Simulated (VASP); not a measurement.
SiO2, 12 atoms in the cell. The structure is tetragonal, space group P4_32_12 (No. 96). Conventional cell: a = 4.907 Å, b = 4.907 Å, c = 6.983 Å, α = 90.00°, β = 90.00°, γ = 90.00°. Si (site symmetry 2) has 4 O at 1.59 to 1.61 Å within 2.1 Å. Within 2.1 Å of O (site symmetry 1) lie 2 Si at 1.59 to 1.61 Å.  This cell differs from its parent crystal: biaxial strain in the a-b plane: -1.5 %.

| Property | Result |
| --- | --- |
| Program | VASP 6.6.1 |
| Task | single point |
| Functional | r2SCAN |
| Potentials or basis | VASP PAW PBE potentials, release 64 (Si, O) |
| Cutoff | 520 eV |
| k mesh | 6 × 6 × 4 |
| Occupations | gaussian, width 0.02 eV |
| Spin | no spin polarisation |
| Dipole correction | no |
| Further INCAR settings | ALGO = Normal; EDIFF = 1e-06; NBANDS = 44 |

Potentials or basis: VASP PAW PBE potentials, release 64 (Si, O).

The run is started by

```bash
$ cat potpaw_PBE.64/Si/POTCAR potpaw_PBE.64/O/POTCAR > POTCAR
$ cp INCAR.step1 INCAR
$ mpirun -np 1 vasp_std > vasp.out
$ cp INCAR.step2 INCAR
$ mpirun -np 1 vasp_std > vasp.out
```

Hardware: 1 thread of Intel(R) Xeon(R) 6975P-C (Granite Rapids), on a shared host.

Q: How long does it take, and how much memory?

A: It took 4.8 min on 1 thread of Intel(R) Xeon(R) 6975P-C (Granite Rapids), with other jobs on the host, peak memory 0.36 GiB. Counts: k points 30.
